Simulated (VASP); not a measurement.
# Rb (P6_3/mmc) in VASP: notebook

Rb is run at these levels: LDA; tasks: single point.

Everything below comes from runs of VASP 6.6.1. Logs are shortened: lines on timing, memory, paths and dates and some standing lists are left out, and cuts for length are marked.

**1. The cell of the first run**

Symmetry: P6_3/mmc, No. 194, hexagonal system. Conventional cell: a = 5.088 Å, b = 5.088 Å, c = 8.442 Å, α = 90.00°, β = 90.00°, γ = 120.00°.

This isn't the form of Rb at room conditions, which is bcc.

**2. Single point, LDA**

Input file INCAR:

```
SYSTEM = Rb
ALGO     = Normal         ! electronic algorithm
EDIFF    = 1E-6           ! SCF threshold, eV
ENCUT    = 520            ! plane-wave cutoff, eV
GGA      = CA             ! functional
ISIF     = 2              ! what is computed and relaxed
ISMEAR   = -1             ! smearing method
LASPH    = .TRUE.         ! aspherical terms in the spheres
LCHARG   = .TRUE.         ! write CHGCAR
LELF     = .TRUE.         ! ELF
LREAL    = .FALSE.        ! projectors in reciprocal space
LVHAR    = .TRUE.       
LWAVE    = .FALSE.        ! write WAVECAR
NBANDS   = 16             ! bands
NELM     = 60             ! most SCF steps
PREC     = Accurate       ! precision mode
SIGMA    = 0.1            ! smearing width, eV
```

Input file KPOINTS:

```
k-points
0
G
  7 7 4
  0 0 0
```

Input file POSCAR:

```
Rb
1.0
    5.0882070000      0.0000000000      0.0000000000
   -2.5441030000      4.4065170000      0.0000000000
    0.0000000000      0.0000000000      8.4420580000
Rb
2
Direct
    0.3333333333      0.6666666667      0.2500000000
    0.6666666667      0.3333333333      0.7500000000
```

Potentials or basis: VASP PAW LDA potentials, release 64 (Rb_sv).

The run is started by

```sh
cat potpaw_LDA.64/Rb_sv/POTCAR > POTCAR
mpirun -np 1 vasp_std > vasp.out
```

OUTCAR:

```text
SYSTEM = Rb
   EDIFF = 1E-6
   ENCUT = 520
   GGA = CA
   ISIF = 2
   ISMEAR = -1
   LASPH = .TRUE.
   LREAL = .FALSE.
   NELM = 60
   PREC = Accurate

 ion  position               nearest neighbor table
   1  0.333  0.667  0.250-   2 5.14   2 5.14   2 5.14   2 5.14   2 5.14   2 5.14
   2  0.667  0.333  0.750-   1 5.14   1 5.14   1 5.14   1 5.14   1 5.14   1 5.14

  LATTYP: Found a hexagonal cell.
 ALAT       =     5.0882070000
 C/A-ratio  =     1.6591420121

  Lattice vectors:

 A1 = (   5.0882070000,   0.0000000000,   0.0000000000)
 A2 = (  -2.5441030000,   4.4065170000,   0.0000000000)
 A3 = (   0.0000000000,   0.0000000000,   8.4420580000)

Analysis of symmetry for initial positions (statically):
=====================================================================
 Subroutine PRICEL returns:
 Original cell was already a primitive cell.

 Routine SETGRP: Setting up the symmetry group for a
 hexagonal supercell.

 Subroutine GETGRP returns: Found 24 space group operations
 (whereof 12 operations were pure point group operations)
 out of a pool of 24 trial point group operations.

The static configuration has the point symmetry D_3d.
 The point group associated with its full space group is D_6h.

Analysis of symmetry for dynamics (positions and initial velocities):
=====================================================================
 Subroutine PRICEL returns:
 Original cell was already a primitive cell.

 Routine SETGRP: Setting up the symmetry group for a
 hexagonal supercell.

 Subroutine GETGRP returns: Found 24 space group operations
 (whereof 12 operations were pure point group operations)
 out of a pool of 24 trial point group operations.

The dynamic configuration has the point symmetry D_3d.
 The point group associated with its full space group is D_6h.

 Subroutine INISYM returns: Found 24 space group operations
 (whereof 12 operations are pure point group operations),
 and found     1 'primitive' translations

----------------------------------------------------------------------------------------

                                     Primitive cell

  volume of cell :     189.2817

  direct lattice vectors                    reciprocal lattice vectors
     5.088207000  0.000000000  0.000000000     0.196532885  0.113468279  0.000000000
    -2.544103000  4.406517000  0.000000000     0.000000000  0.226936603  0.000000000
     0.000000000  0.000000000  8.442058000     0.000000000  0.000000000  0.118454529

  length of vectors
     5.088207000  5.088207164  8.442058000     0.226936611  0.226936603  0.118454529

  position of ions in fractional coordinates (direct lattice)
     0.333333333  0.666666667  0.250000000
     0.666666667  0.333333333  0.750000000

  ion indices of the primitive-cell ions
   primitive index   ion index
                 1           1
                 2           2

----------------------------------------------------------------------------------------

 KPOINTS: k-points

Automatic generation of k-mesh.
 Grid dimensions read from file:
 generate k-points for:    7    7    4

 Generating k-lattice:

  Cartesian coordinates                     Fractional coordinates (reciprocal lattice)
     0.028076126  0.016209754  0.000000000     0.142857143  0.000000000  0.000000000
     0.000000000  0.032419515  0.000000000     0.000000000  0.142857143  0.000000000
     0.000000000  0.000000000  0.029613632     0.000000000  0.000000000  0.250000000

  Length of vectors
     0.032419516  0.032419515  0.029613632

  Shift w.r.t. Gamma in fractional coordinates (k-lattice)
     0.000000000  0.000000000  0.000000000

 Subroutine IBZKPT returns following result:
 ===========================================

 Found     24 irreducible k-points:

 Following reciprocal coordinates:
            Coordinates               Weight
  0.000000  0.000000  0.000000      1.000000
  0.142857 -0.000000  0.000000      6.000000
  0.285714 -0.000000  0.000000      6.000000
  0.428571 -0.000000  0.000000      6.000000
  0.142857  0.142857  0.000000      6.000000
  0.285714  0.142857  0.000000     12.000000
[... 16 lines left out ...]
  0.428571  0.142857  0.500000      6.000000
  0.285714  0.285714  0.500000      6.000000
   k-points           NKPTS =     24   k-points in BZ     NKDIM =     24   number of bands    NBANDS=     16
   number of dos      NEDOS =    301   number of ions     NIONS =      2
   total plane-waves  NPLWV = 102400
   dimension x,y,z NGX =    40 NGY =   40 NGZ =   64
   dimension x,y,z NGXF=    80 NGYF=   80 NGZF=  128
   ions per type =               2
   NGX,Y,Z   is equivalent  to a cutoff of  13.07, 13.07, 12.60 a.u.
   NGXF,Y,Z  is equivalent  to a cutoff of  26.14, 26.14, 25.21 a.u.
 SYSTEM =  Rb
   PREC   = accura    normal or accurate (medium, high low for compatibility)
   ISTART =      0    job   : 0-new  1-cont  2-samecut
   ICHARG =      2    charge: 1-file 2-atom 10-const
   ISPIN  =      1    spin polarized calculation?
   LNONCOLLINEAR =      F non collinear calculations
   LSORBIT =      F    spin-orbit coupling
   LASPH  =      T    aspherical Exc in radial PAW
   ENCUT  =  520.0 eV  38.22 Ry    6.18 a.u.   9.46  9.46 15.70*2*pi/ulx,y,z
   NELM   =     60;   NELMIN=  2; NELMDL= -5     # of ELM steps
   EDIFF  = 0.1E-05   stopping-criterion for ELM
   LREAL  =      F    real-space projection
   EDIFFG = 0.1E-04   stopping-criterion for IOM
   NSW    =      0    number of steps for IOM
   IBRION =     -1    ionic relax: 0-MD 1-quasi-New 2-CG
   NFREE  =      0    steps in history (QN), initial steepest desc. (CG)
   ISIF   =      2    stress and relaxation
   ISYM   =      2    0-nonsym 1-usesym 2-fastsym
   POTIM  = 0.5000    time-step for ionic-motion
   TEBEG  =    0.0;   TEEND  =   0.0 temperature during run
   PSTRESS=    0.0 pullay stress
   NELECT =      18.0000    total number of electrons
   NUPDOWN=      -1.0000    fix difference up-down
   EMIN   =  10.00;   EMAX   =-10.00  energy-range for DOS
   EFERMI =   0.00;   METHOD = LEGACY
   ISMEAR =    -1;   SIGMA  =   0.10  broadening in eV -4-tet -1-fermi 0-gaus
   EFERMI_NEDOS =   21; number of points for ismear=-14 and -15
   IALGO  =     38    algorithm
   IMIX   =      4    mixing-type and parameters
     AMIX     =   0.40;   BMIX     =  1.00
     AMIX_MAG =   1.60;   BMIX_MAG =  1.00
  volume/ion in A,a.u.               =      94.64       638.67
  Fermi-wavevector in a.u.,A,eV,Ry     =   0.747245  1.412088  7.597147  0.558375
  Thomas-Fermi vector in A             =   1.843254
   LORBIT       =      0    0 simple, 1 ext, 2 COOP (PROOUT), +10 PAW based schemes
   GGA     = CA    functional components
   LHFCALC =     F    Hartree Fock is set to
   AEXX    =    0.0000 exact exchange contribution
   IVDW    =     0    specifies the selected vdW correction
   LEPSILON=     F    determine dielectric tensor
   LRPA    =     F    only Hartree local field effects (RPA)
 non-spin polarized calculation
  energy-cutoff  :      520.00
  volume of cell :      189.28
 maximum number of plane-waves:      5143
 NGX is ok and might be reduce to    40
   NGX = 19   NGY = 19   NGZ = 31

 number of electron      18.0000000 magnetization

 Free energy of the ion-electron system (eV)
  ---------------------------------------------------
  ext. energy  EPLUGINS =         0.00000000
  ---------------------------------------------------
  free energy    TOTEN  =        -2.09695421 eV

  energy without entropy =       -2.03891788  energy(sigma->0) =       -2.06793604

 E-fermi :  -0.2930     XC(G=0):  -5.5765

 val. band max:       -0.3552956067   @ k =   0.1429   0.1429   0.2500
 cond. band min:      -0.2390292689   @ k =   0.0000   0.0000   0.0000
 fundamental gap:      0.1162663378
 Fermi energy:        -0.2929634701

 k-point     1 :       0.0000    0.0000    0.0000
  band No.  band energies     occupation
      1     -29.1033      2.00000
      2     -29.1003      2.00000
      3     -13.2901      2.00000
      4     -13.2186      2.00000
      5     -13.2186      2.00000
      6     -13.2090      2.00000
[... 8 lines left out ...]
     15       3.4666      0.00000
     16       3.4666      0.00000

 k-point     2 :       0.1429   -0.0000    0.0000
  band No.  band energies     occupation
      1     -29.1027      2.00000
      2     -29.1000      2.00000
      3     -13.2848      2.00000
      4     -13.2313      2.00000
      5     -13.2225      2.00000
      6     -13.2209      2.00000
[... 8 lines left out ...]
     15       3.3882      0.00000
     16       3.4296      0.00000

 k-point     3 :       0.2857   -0.0000    0.0000
  band No.  band energies     occupation
      1     -29.1014      2.00000
      2     -29.0994      2.00000
      3     -13.2712      2.00000
      4     -13.2603      2.00000
      5     -13.2496      2.00000
      6     -13.2310      2.00000
[... 8 lines left out ...]
     15       3.2944      0.00000
     16       3.6152      0.00000

 k-point     4 :       0.4286   -0.0000    0.0000
  band No.  band energies     occupation
      1     -29.1002      2.00000
      2     -29.0990      2.00000
      3     -13.2837      2.00000
      4     -13.2718      2.00000
      5     -13.2565      2.00000
      6     -13.2376      2.00000
[... 8 lines left out ...]
     15       3.0700      0.00000
     16       3.8198      0.00000
[... 324 lines left out ...]
 k-point    22 :       0.2857    0.1429    0.5000
  band No.  band energies     occupation
      1     -29.0998      2.00000
      2     -29.0998      2.00000
      3     -13.2776      2.00000
      4     -13.2776      2.00000
      5     -13.2382      2.00000
      6     -13.2382      2.00000
[... 8 lines left out ...]
     15       3.1378      0.00000
     16       3.1378      0.00000

 k-point    23 :       0.4286    0.1429    0.5000
  band No.  band energies     occupation
      1     -29.0994      2.00000
      2     -29.0994      2.00000
      3     -13.2861      2.00000
      4     -13.2861      2.00000
      5     -13.2421      2.00000
      6     -13.2421      2.00000
[... 8 lines left out ...]
     15       3.2124      0.00000
     16       3.2124      0.00000

 k-point    24 :       0.2857    0.2857    0.5000
  band No.  band energies     occupation
      1     -29.0993      2.00000
      2     -29.0993      2.00000
      3     -13.2779      2.00000
      4     -13.2779      2.00000
      5     -13.2544      2.00000
      6     -13.2544      2.00000
[... 8 lines left out ...]
     15       3.2532      0.00000
     16       3.2532      0.00000

------------------------ aborting loop because EDIFF is reached ----------------------------------------

  FORCE on cell =-STRESS in cart. coord.  units (eV):
  Direction    XX          YY          ZZ          XY          YZ          ZX
  --------------------------------------------------------------------------------------
  -------------------------------------------------------------------------------------
  Total       -0.5602149     -0.5602151     -0.5687382     -0.0000001      0.0000000      0.0000000
  in kB       -4.7419472     -4.7419482     -4.8140923     -0.0000005      0.0000000      0.0000000
  external PRESSURE =      -4.7659959 kB  Pullay stress =       0.0000000 kB

 VOLUME and BASIS-vectors are now :
 -----------------------------------------------------------------------------
  energy-cutoff  :      520.00
  volume of cell :      189.28
      direct lattice vectors                 reciprocal lattice vectors
     5.088207000  0.000000000  0.000000000     0.196532885  0.113468279  0.000000000
    -2.544103000  4.406517000  0.000000000     0.000000000  0.226936603  0.000000000
     0.000000000  0.000000000  8.442058000     0.000000000  0.000000000  0.118454529

 POSITION                                       TOTAL-FORCE (eV/Angst)
 -----------------------------------------------------------------------------------
      0.00000      2.93768      2.11051        -0.000000      0.000000      0.000000
      2.54410      1.46884      6.33154         0.000000      0.000000      0.000000
 -----------------------------------------------------------------------------------
    total drift:                                0.000000     -0.000000      0.000000

  FREE ENERGIE OF THE ION-ELECTRON SYSTEM (eV)
  ---------------------------------------------------
  free  energy   TOTEN  =        -2.0969542078 eV

  energy  without entropy=       -2.0389178761  energy(sigma->0) =       -2.06793604
```

Run time: 1.8 min. Hardware: 1 thread of Intel Xeon 8259CL, shared host; peak memory 0.26 GiB.

Results:

* Free energy: -2.0970 eV
* Pressure: -0.5 GPa
* Band gap on the k mesh: zero (bands 9 and 10 overlap by 1.92 eV)

**3. Single point, LDA, non-collinear spin, zero start, spin-orbit coupling**

Input file INCAR:

```
SYSTEM = Rb
  ALGO = Normal
  EDIFF = 1E-6
  ENCUT = 520
  GGA_COMPAT = .FALSE.
  ISIF = 2
  ISMEAR = -1
  LASPH = .TRUE.
  LCHARG = .FALSE.
  LORBIT = 11
  LORBMOM = .TRUE.
  LREAL = .FALSE.
  LSORBIT = .TRUE.
  LWAVE = .FALSE.
  MAGMOM = 0 0 0 0 0 0
  NBANDS = 30
  NELM = 150
  PREC = Accurate
  SIGMA = 0.1
```

KPOINTS is that of step 2.

POSCAR is that of step 2.

Potentials or basis: VASP PAW LDA potentials, release 64 (Rb_sv).

The run is started by

```sh
cat potpaw_LDA.64/Rb_sv/POTCAR > POTCAR
mpirun -np 1 vasp_ncl > vasp.out
```

Wall time 7.6 min (1 thread of Intel Xeon 8259CL, shared host); peak memory 0.59 GiB.

Results (log left out):

| Item | Value |
| --- | --- |
| Free energy | -2.1547 eV |
| Pressure | -0.5 GPa |
| Net moment | 0.00 μB per cell |
| Valence electrons inside the program's atomic spheres | Rb 7.28 |

Moments on the atoms (μB; x, y, z):
```
Rb  0.00 0.00 0.00
Rb  0.00 0.00 0.00
```

The gap in the log of VASP goes by the Fermi energy; the results here count the filled bands.